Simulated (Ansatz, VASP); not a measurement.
HfN in VASP and in Ansatz

```
Hf N
1.0
     0.00000   -2.23398   -2.23398
     0.00000    2.23398   -2.23398
     4.46795    0.00000    0.00000
Hf N
2 2
Cartesian
  2.2340 -0.0639 -2.2340
  0.0000 0.0639 0.0000
  0.0000 0.0132 -2.2340
  2.2340 -0.0132 0.0000
```

Change from the starting cell: mode 4 frozen in at -0.063 Å and mode 11 at -0.022 Å (largest displacements).

Alike in both runs: task single point; functional LDA; k mesh 14 × 14 × 10; occupations gaussian, width 0.15 eV; no spin polarisation.

```csv
,VASP,Ansatz
version,VASP 6.6.1,Ansatz 0.2.0
potentials or method,"VASP PAW LDA potentials, release 64 (Hf_pv, N), cutoff 520 eV","scalar-relativistic, plane waves, PAW"
valence electrons in the cell,30,62
```

Ansatz gave:

- gap on the k mesh at the Fermi level (eV): none
- pressure (GPa): 0.6
- traceless stress, the component that is largest in VASP (GPa): 1.13
- rms of the force components (eV/Å): 0.465

Problem. What did VASP give for the same quantities?

Solution. gap on the k mesh at the Fermi level (eV): none; pressure (GPa): -0.6; traceless stress, the component that is largest in VASP (GPa): 1.11; rms of the force components (eV/Å): 0.467.

Ansatz warns that its potentials were made for another functional, while VASP's fit it. LDA's correlation is that of Perdew and Zunger in VASP and of Perdew and Wang (1992) in Ansatz. Atom by atom the forces differ by 0.004 eV/Å (rms over components). A gap of «none» marks a metal or a gap that the smearing closes. VASP's potentials hold 30 valence electrons a cell and Ansatz's 62, so a difference there can come from the potentials and not from the codes.

Neither program's run includes spin-orbit coupling.
